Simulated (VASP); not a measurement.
# Si (a cell with a defect) in VASP: notebook, part 2 of 2

VASP 6.6.1. The steps go on from the part before.

## Step 4: Single point, LDA

The input, INCAR:

```
  PREC = Accurate
  ENCUT = 520
  EDIFF = 1E-6
  ISMEAR = 0
  SIGMA = 0.05
  LREAL = Auto
  LASPH = T
  NELM = 60
  ALGO = Normal
  ISIF = 2
  LWAVE = F
  LCHARG = T
  LELF = T
  LVHAR = T
  NBANDS = 163
```

The input, KPOINTS:

```
regular mesh
0
Gamma
  1 1 1
```

The input, POSCAR:

```
Si
1.0
   10.8600000000      0.0000000000      0.0000000000
    0.0000000000     10.8600000000      0.0000000000
    0.0000000000      0.0000000000     10.8600000000
Si
63
Direct
    0.4998319521      0.0001698895      0.0004959484
    0.6252402394      0.1251632597      0.1254504604
    0.7498336096      0.2496576427      0.0003576427
    0.8765753223      0.3753918969      0.1259206262
    0.7503940147      0.0000924494      0.2507395028
    0.8749981584      0.1248469613      0.3753572744
    0.0006753223     -0.0002098527      0.0007611418
    0.1250037753      0.1247746777      0.1256161142
    0.2505365562      0.2494796501      0.0003473297
    0.3756000000      0.3749804788      0.1251245856
    0.5005477901      0.4997734807      0.0008135359
    0.6261068140      0.6266234807      0.1265242173
    0.7506795580      0.7494375691      0.0001834254
    0.8738367403      0.8739387661      0.1261491713
    0.2496293738     -0.0009398711      0.2497270718
    0.3751021179      0.1246984346      0.3747849908
    0.5006347145      0.2504528545      0.2500360037
    0.6258757827      0.3757242173      0.3777535912
    0.7482060773      0.4975998158      0.2488276243
    0.5007090239     -0.0002620626      0.5007941989
    0.6252868324      0.1247004604      0.6252701657
    0.7508113260      0.2492279926      0.5002581031
    0.8737416206      0.3762643646      0.6237525783
    0.7495436464     -0.0010118785      0.7497736648
    0.8753093002      0.1246998158      0.8747029466
   -0.0004294659      0.5003636280      0.0001213628
    0.1240457643      0.6232112339      0.1266048803
    0.2496963168      0.7498597606      0.0007175875
    0.3747483425      0.8743355433      0.1250778085
   -0.0001712707      0.2496236648      0.2510426335
    0.1235446593      0.3765144567      0.3743263352
    0.2505709945      0.4998512891      0.2507626151
    0.3749595764      0.6248579190      0.3753372007
    0.4996560773      0.7497360958      0.2510359116
    0.6267724678      0.8732858195      0.3742015654
   -0.0004077348      0.0006620626      0.5002548803
    0.1249687845      0.1251325967      0.6253752302
    0.2495303867      0.2499139042      0.5006476059
    0.3746298343      0.3746693370      0.6247573665
    0.4992536832      0.5004892265      0.5002750460
    0.6264454880      0.6231601289      0.6242139963
    0.7500741252      0.7493639963      0.5007299263
    0.8767441068      0.8731950276      0.6237218232
    0.2504492634     -0.0001469613      0.7505890424
    0.3751755064      0.1248174033      0.8753892265
    0.4998841621      0.2498596685      0.7506524862
    0.6251476059      0.3748776243      0.8760930018
    0.7504051565      0.4998410681      0.7511562615
    0.8749403315      0.6248547882      0.8755133517
    0.0015320442      0.7513696133      0.2497486188
    0.1242858195      0.8740504604      0.3776245856
   -0.0001006446      0.5007353591      0.5004682320
    0.1238910681      0.6265537753      0.6242636280
    0.2509049724      0.7493716390      0.5002796501
    0.3756581031      0.8747494475      0.6248639042
    0.0008164825      0.2507500000      0.7500534991
    0.1249676796      0.3750720994      0.8757717311
    0.2495156538      0.4989676796      0.7498766114
    0.3750513812      0.6246763352      0.8749358195
    0.5007697053      0.7506324125      0.7501401473
    0.6253437385      0.8747591160      0.8756989871
   -0.0000908840      0.7497122468      0.7513006446
    0.1251090239      0.8747891344      0.8760472376
```

Potentials or basis: VASP PAW LDA potentials, release 64 (Si).

Run with:

```
$ cat potpaw_LDA.64/Si/POTCAR > POTCAR
$ mpirun -np 1 vasp_gam > vasp.out
```

OUTCAR:

```text
PREC = Accurate
   ENCUT = 520
   EDIFF = 1E-6
   ISMEAR = 0
   LREAL = Auto
   LASPH = T
   NELM = 60
   ISIF = 2

 ion  position               nearest neighbor table
   1  0.500  0.000  0.000-  45 2.35   2 2.35  29 2.35  61 2.36
   2  0.625  0.125  0.125-   3 2.35  17 2.35   1 2.35   5 2.35
   3  0.750  0.250  0.000-  47 2.35   2 2.35  25 2.36   4 2.37
   4  0.877  0.375  0.126-  19 2.34  26 2.34  30 2.35   3 2.37
   5  0.750  0.000  0.251-  35 2.34   6 2.34  14 2.35   2 2.35
   6  0.875  0.125  0.375-  22 2.34  36 2.34  30 2.34   5 2.34
[... 10 lines left out ...]
  17  0.501  0.250  0.250-  10 2.35   2 2.35  16 2.36  18 2.37
[... 32 lines left out ...]
  50  0.002  0.751  0.250-  51 2.34  27 2.34  14 2.34
  51  0.124  0.874  0.378-  50 2.34  36 2.34  54 2.34  15 2.37
  52  1.000  0.501  0.500-  53 2.34  23 2.34  31 2.35
  53  0.124  0.627  0.624-  52 2.34  54 2.34  62 2.35  58 2.38
  54  0.251  0.749  0.500-  33 2.34  53 2.34  51 2.34  55 2.35
  55  0.376  0.875  0.625-  20 2.35  60 2.35  54 2.35  44 2.36
  56  0.001  0.251  0.750-  57 2.35  37 2.35  25 2.36  23 2.38
  57  0.125  0.375  0.876-  56 2.35  58 2.35  26 2.35   9 2.36
  58  0.250  0.499  0.750-  57 2.35  39 2.35  59 2.36  53 2.38
  59  0.375  0.625  0.875-  11 2.36  58 2.36  28 2.36  60 2.36
  60  0.501  0.751  0.750-  61 2.35  55 2.35  59 2.36  41 2.38
  61  0.625  0.875  0.876-  60 2.35  24 2.35  13 2.35   1 2.36
  62  1.000  0.750  0.751-  49 2.35  53 2.35  43 2.35  63 2.35
  63  0.125  0.875  0.876-   7 2.35  28 2.35  62 2.35  44 2.36

  LATTYP: Found a simple cubic cell.
 ALAT       =    10.8600000000

  Lattice vectors:

 A1 = (  10.8600000000,   0.0000000000,   0.0000000000)
 A2 = (   0.0000000000,  10.8600000000,   0.0000000000)
 A3 = (   0.0000000000,   0.0000000000,  10.8600000000)

Analysis of symmetry for initial positions (statically):
=====================================================================
 Subroutine PRICEL returns:
 Original cell was already a primitive cell.

 Routine SETGRP: Setting up the symmetry group for a
 simple cubic supercell.

 Subroutine GETGRP returns: Found  1 space group operations
 (whereof  1 operations were pure point group operations)
[... 241 lines left out ...]
   AEXX    =    0.0000 exact exchange contribution
   IVDW    =     0    specifies the selected vdW correction
   LEPSILON=     F    determine dielectric tensor
   LRPA    =     F    only Hartree local field effects (RPA)
 non-spin polarized calculation
 Gauss-broadening in eV      SIGMA  =   0.05
  energy-cutoff  :      520.00
  volume of cell :     1280.82
 maximum number of plane-waves:     17229
 NGX is ok and might be reduce to    84
   NGX = 41   NGY = 41   NGZ = 41

 number of electron     251.9999976 magnetization

 Free energy of the ion-electron system (eV)
  ---------------------------------------------------
  ext. energy  EPLUGINS =         0.00000000
  ---------------------------------------------------
  free energy    TOTEN  =      -365.30203360 eV

  energy without entropy =     -365.22367001  energy(sigma->0) =     -365.26285180

 E-fermi :   6.1947     XC(G=0):  -9.5370

 val. band max:        5.3467399853   @ k =   0.0000   0.0000   0.0000
 cond. band min:       6.2055592467   @ k =   0.0000   0.0000   0.0000
 fundamental gap:      0.8588192614
 Fermi energy:         6.1947088880

 k-point     1 :       0.0000    0.0000    0.0000
  band No.  band energies     occupation
      1      -6.2880      2.00000
      2      -5.2426      2.00000
      3      -5.2417      2.00000
      4      -5.2339      2.00000
      5      -5.2308      2.00000
      6      -5.2304      2.00000
[... 130 lines left out ...]
    137       6.7432      0.00000
    138       6.8418      0.00000
 [bands above 138 left out]

------------------------ aborting loop because EDIFF is reached ----------------------------------------

  FORCE on cell =-STRESS in cart. coord.  units (eV):
  Direction    XX          YY          ZZ          XY          YZ          ZX
  --------------------------------------------------------------------------------------
  -------------------------------------------------------------------------------------
  Total       -9.9213744     -9.8787775     -9.8111325      0.9581347      0.1770443      0.1319301
  in kB      -12.4106047    -12.3573205    -12.2727036      1.1985266      0.2214639      0.1650308
  external PRESSURE =     -12.3468763 kB  Pullay stress =       0.0000000 kB

 VOLUME and BASIS-vectors are now :
 -----------------------------------------------------------------------------
  energy-cutoff  :      520.00
  volume of cell :     1280.82
      direct lattice vectors                 reciprocal lattice vectors
    10.860000000  0.000000000  0.000000000     0.092081031  0.000000000  0.000000000
     0.000000000 10.860000000  0.000000000     0.000000000  0.092081031  0.000000000
     0.000000000  0.000000000 10.860000000     0.000000000  0.000000000  0.092081031

 POSITION                                       TOTAL-FORCE (eV/Angst)
 -----------------------------------------------------------------------------------
      5.42817      0.00184      0.00539        -0.003648      0.000872     -0.007613
      6.79011      1.35927      1.36239         0.006110     -0.010266      0.010929
      8.14319      2.71128      0.00388        -0.015577      0.003733      0.015418
      9.51961      4.07676      1.36750         0.004692     -0.006770     -0.002325
      8.14928      0.00100      2.72303         0.000586      0.002391     -0.005954
      9.50248      1.35584      4.07638         0.008429     -0.000546     -0.009787
[... 55 lines left out ...]
     10.85901      8.14188      8.15913         0.000573     -0.000567     -0.017774
      1.35868      9.50021      9.51387         0.005012     -0.000706     -0.002592
 -----------------------------------------------------------------------------------
    total drift:                               -0.007997      0.013802      0.019794

  FREE ENERGIE OF THE ION-ELECTRON SYSTEM (eV)
  ---------------------------------------------------
  free  energy   TOTEN  =      -365.3020335981 eV

  energy  without entropy=     -365.2236700113  energy(sigma->0) =     -365.26285180
```

OSZICAR:

```text
N       E                     dE             d eps       ncg     rms          rms(c)
DAV:   1     0.124023543274E+04    0.12402E+04   -0.10950E+05   326   0.136E+03
DAV:   2    -0.202884992662E+03   -0.14431E+04   -0.13572E+04   425   0.218E+02
DAV:   3    -0.368742066256E+03   -0.16586E+03   -0.15973E+03   404   0.645E+01
DAV:   4    -0.374227986250E+03   -0.54859E+01   -0.54274E+01   380   0.141E+01
DAV:   5    -0.374396022968E+03   -0.16804E+00   -0.16718E+00   396   0.265E+00    0.284E+01
DAV:   6    -0.368054147972E+03    0.63419E+01   -0.47920E+00   356   0.338E+00    0.170E+01
DAV:   7    -0.365384538634E+03    0.26696E+01   -0.59655E+00   356   0.396E+00    0.336E+00
DAV:   8    -0.365314744550E+03    0.69794E-01   -0.64373E-01   388   0.164E+00    0.872E-01
DAV:   9    -0.365303715135E+03    0.11029E-01   -0.89370E-02   364   0.541E-01    0.548E-01
DAV:  10    -0.365301928047E+03    0.17871E-02   -0.12432E-02   388   0.196E-01    0.378E-01
DAV:  11    -0.365302098927E+03   -0.17088E-03   -0.30420E-03   380   0.103E-01    0.234E-01
DAV:  12    -0.365302034001E+03    0.64926E-04   -0.82257E-04   372   0.526E-02    0.955E-02
DAV:  13    -0.365302039289E+03   -0.52877E-05   -0.24517E-04   396   0.304E-02    0.225E-02
DAV:  14    -0.365302034702E+03    0.45866E-05   -0.67630E-05   364   0.165E-02    0.209E-02
DAV:  15    -0.365302033642E+03    0.10601E-05   -0.15094E-05   388   0.582E-03    0.132E-02
DAV:  16    -0.365302033598E+03    0.44107E-07   -0.36293E-06   268   0.301E-03
   1 F= -.36530203E+03 E0= -.36526285E+03  d E =-.783636E-01
```

Wall time 7.2 min (1 thread of Intel Xeon Platinum 8488C (Sapphire Rapids), shared host); peak memory 0.68 GiB.

What came out:

```
Free energy   : -365.3020 eV
Pressure      : -1.2 GPa
Largest force : 0.037 eV/Å
```

Forces on the atoms (eV/Å):
```
Si  -0.004  0.001 -0.008
Si   0.006 -0.010  0.011
Si  -0.016  0.004  0.015
Si   0.005 -0.007 -0.002
Si   0.001  0.002 -0.006
Si   0.008 -0.001 -0.010
Si   0.006  0.005 -0.002
Si  -0.001  0.004  0.004
Si  -0.005  0.004  0.000
Si  -0.014  0.001  0.018
Si  -0.001 -0.006  0.000
Si  -0.012  0.001 -0.007
Si  -0.002  0.004  0.003
Si  -0.004  0.000  0.006
Si  -0.004 -0.002 -0.011
Si  -0.004  0.002  0.008
Si   0.011  0.008 -0.017
Si  -0.008 -0.014 -0.005
Si   0.022  0.022  0.014
Si   0.007 -0.013 -0.005
Si   0.005  0.011  0.000
Si  -0.024  0.003  0.003
Si   0.003  0.003  0.024
Si  -0.007 -0.007 -0.010
Si  -0.008 -0.005  0.010
Si  -0.002  0.006  0.011
Si  -0.001  0.001 -0.005
Si  -0.001  0.002 -0.003
Si   0.015  0.009  0.018
Si   0.003 -0.001 -0.009
Si   0.009 -0.012 -0.003
Si  -0.002 -0.003 -0.003
Si   0.006 -0.001 -0.005
Si   0.002  0.000 -0.011
Si  -0.021  0.012  0.003
Si   0.007 -0.008  0.004
Si  -0.001 -0.004 -0.004
Si  -0.002  0.005 -0.001
Si   0.010  0.009  0.015
Si   0.012 -0.008  0.004
Si  -0.020 -0.006  0.022
Si   0.026 -0.009 -0.024
Si   0.001  0.014  0.025
Si  -0.010 -0.009  0.000
Si   0.000 -0.003 -0.010
Si   0.007  0.002  0.002
Si   0.004  0.000 -0.008
Si  -0.008 -0.004 -0.022
Si   0.015 -0.001 -0.005
Si  -0.021 -0.021  0.006
Si   0.007  0.006  0.002
Si  -0.018  0.009 -0.017
Si   0.009  0.006  0.015
Si  -0.016  0.005  0.000
Si  -0.002  0.001  0.014
Si   0.012  0.000 -0.017
Si   0.007  0.000 -0.001
Si  -0.008 -0.013 -0.008
Si   0.005  0.006  0.007
Si   0.009  0.004 -0.012
Si   0.001 -0.003  0.005
Si   0.001 -0.001 -0.018
Si   0.005 -0.001 -0.003
```

Stress tensor (GPa, compression positive):
```
-1.24  0.12  0.02
 0.12 -1.24  0.02
 0.02  0.02 -1.23
```

Caveat: the k points lie up to 0.58 Å⁻¹ apart.

## Step 5: Single point, LDA

The input, INCAR:

```
ALGO     = Normal         # electronic algorithm
EDIFF    = 1E-7           # SCF threshold, eV
ENCUT    = 520            # plane-wave cutoff, eV
ISIF     = 2              # what is computed and relaxed
ISMEAR   = 0              # smearing method
LASPH    = True           # aspherical terms in the spheres
LCHARG   = True           # write CHGCAR
LELF     = True           # ELF
LREAL    = Auto         
LVHAR    = True         
LWAVE    = False          # write WAVECAR
NBANDS   = 163            # bands
NELM     = 100            # most SCF steps
PREC     = Accurate       # precision mode
SIGMA    = 0.05           # smearing width, eV
```

The input, KPOINTS:

```
k-points
0
Gamma
  1 1 1
```

The input, POSCAR:

```
Si
1.0
   10.8600000000      0.0000000000      0.0000000000
    0.0000000000     10.8600000000      0.0000000000
    0.0000000000      0.0000000000     10.8600000000
Si
63
Direct
    0.5001400552     -0.0001400552      0.0001801105
    0.6245128913      0.1244664825      0.1255335175
    0.7500000000      0.2500000000      0.0000000000
    0.8754871087      0.3755335175      0.1255335175
    0.7514045120     -0.0013414365      0.2513414365
    0.8746790055      0.1254019337      0.3753209945
   -0.0001400552     -0.0001400552     -0.0001801105
    0.1251999079      0.1251999079      0.1248000921
    0.2500000000      0.2500000000      0.0000000000
    0.3748000921      0.3748000921      0.1248000921
    0.5001400552      0.5001400552     -0.0001801105
    0.6253209945      0.6253209945      0.1245980663
    0.7500000000      0.7500000000      0.0000000000
    0.8746790055      0.8746790055      0.1245980663
    0.2501801105     -0.0001400552      0.2501400552
    0.3755335175      0.1244664825      0.3745128913
    0.5001400552      0.2498198895      0.2501400552
    0.6253209945      0.3745980663      0.3753209945
    0.7485954880      0.5013414365      0.2513414365
    0.5013414365     -0.0013414365      0.5014045120
    0.6253209945      0.1254019337      0.6246790055
    0.7500000000      0.2500000000      0.5000000000
    0.8746790055      0.3745980663      0.6246790055
    0.7485954880     -0.0013414365      0.7486585635
    0.8754871087      0.1244664825      0.8744664825
   -0.0001400552      0.5001400552      0.0001801105
    0.1244664825      0.6245128913      0.1255335175
    0.2500000000      0.7500000000      0.0000000000
    0.3755335175      0.8754871087      0.1255335175
   -0.0001400552      0.2501801105      0.2501400552
    0.1244664825      0.3755335175      0.3745128913
    0.2498198895      0.5001400552      0.2501400552
    0.3745980663      0.6253209945      0.3753209945
    0.5013414365      0.7485954880      0.2513414365
    0.6257385820      0.8742614180      0.3757385820
   -0.0013414365     -0.0013414365      0.4985954880
    0.1244664825      0.1244664825      0.6254871087
    0.2500000000      0.2500000000      0.5000000000
    0.3755335175      0.3755335175      0.6254871087
    0.5013414365      0.5013414365      0.4985954880
    0.6257385820      0.6257385820      0.6242614180
    0.8742614180      0.6257385820      0.3757385820
    0.8742614180      0.8742614180      0.6242614180
    0.2498198895     -0.0001400552      0.7498599448
    0.3748000921      0.1251999079      0.8751999079
    0.5001400552      0.2501801105      0.7498599448
    0.6245128913      0.3755335175      0.8744664825
    0.7514045120      0.5013414365      0.7486585635
    0.8746790055      0.6253209945      0.8754019337
   -0.0013414365      0.7514045120      0.2513414365
    0.1254019337      0.8746790055      0.3753209945
   -0.0013414365      0.5013414365      0.5014045120
    0.1254019337      0.6253209945      0.6246790055
    0.2500000000      0.7500000000      0.5000000000
    0.3745980663      0.8746790055      0.6246790055
   -0.0001400552      0.2498198895      0.7498599448
    0.1251999079      0.3748000921      0.8751999079
    0.2501801105      0.5001400552      0.7498599448
    0.3755335175      0.6245128913      0.8744664825
    0.5013414365      0.7514045120      0.7486585635
    0.6253209945      0.8746790055      0.8754019337
   -0.0013414365      0.7485954880      0.7486585635
    0.1244664825      0.8754871087      0.8744664825
```

Run with:

```
$ cat potpaw_LDA.64/Si/POTCAR > POTCAR
$ mpirun -np 1 vasp_gam > vasp.out
```

Wall time 8 min (1 thread of Intel Xeon Platinum 8488C (Sapphire Rapids), shared host); peak memory 0.68 GiB.

The run converged. Its results:

```
Free energy            : -365.3031 eV
Pressure               : -1.3 GPa
Largest force          : 0.010 eV/Å
Band gap on the k mesh : zero (filled and empty bands touch)
```

Forces on the atoms (eV/Å):
```
Si   0.005 -0.005  0.008
Si  -0.004  0.004 -0.004
Si   0.000  0.000  0.000
Si   0.004 -0.004 -0.004
Si   0.003 -0.002  0.002
Si   0.001 -0.005 -0.001
Si  -0.005 -0.005 -0.008
Si  -0.003 -0.003  0.003
Si   0.000  0.000  0.000
Si   0.003  0.003  0.003
Si   0.005  0.005 -0.008
Si  -0.001 -0.001  0.005
Si   0.000  0.000  0.000
Si   0.001  0.001  0.005
Si   0.008 -0.005  0.005
Si  -0.004  0.004 -0.004
Si   0.005 -0.008  0.005
Si  -0.001  0.005 -0.001
Si  -0.003  0.002  0.002
Si   0.002 -0.002  0.003
Si  -0.001 -0.005  0.001
Si   0.000  0.000  0.000
Si   0.001  0.005  0.001
Si  -0.003 -0.002 -0.002
Si   0.004  0.004  0.004
Si  -0.005  0.005  0.008
Si   0.004 -0.004 -0.004
Si   0.000  0.000  0.000
Si  -0.004  0.004 -0.004
Si  -0.005  0.008  0.005
Si   0.004 -0.004 -0.004
Si  -0.008  0.005  0.005
Si   0.005 -0.001 -0.001
Si   0.002 -0.003  0.002
Si  -0.003  0.003 -0.003
Si  -0.002 -0.002 -0.003
Si   0.004  0.004  0.004
Si   0.000  0.000  0.000
Si  -0.004 -0.004  0.004
Si   0.002  0.002 -0.003
Si  -0.003 -0.003  0.003
Si   0.003 -0.003 -0.003
Si   0.003  0.003  0.003
Si  -0.008 -0.005 -0.005
Si   0.003 -0.003 -0.003
Si   0.005  0.008 -0.005
Si  -0.004 -0.004  0.004
Si   0.003  0.002 -0.002
Si   0.001 -0.001 -0.005
Si  -0.002  0.003  0.002
Si  -0.005  0.001 -0.001
Si  -0.002  0.002  0.003
Si  -0.005 -0.001  0.001
Si   0.000  0.000  0.000
Si   0.005  0.001  0.001
Si  -0.005 -0.008 -0.005
Si  -0.003  0.003 -0.003
Si   0.008  0.005 -0.005
Si  -0.004 -0.004  0.004
Si   0.002  0.003 -0.002
Si  -0.001  0.001 -0.005
Si  -0.002 -0.003 -0.002
Si   0.004  0.004  0.004
```

Levels at points of the mesh, in eV from the Fermi level:
```
           k point  band 122  band 123  band 124  band 125  band 126  band 127  band 128  band 129
(0.00, 0.00, 0.00)     -1.74     -0.84     -0.84     -0.84      0.02      0.02      0.02      0.09
```

Caveat: the k points lie up to 0.58 Å⁻¹ apart.
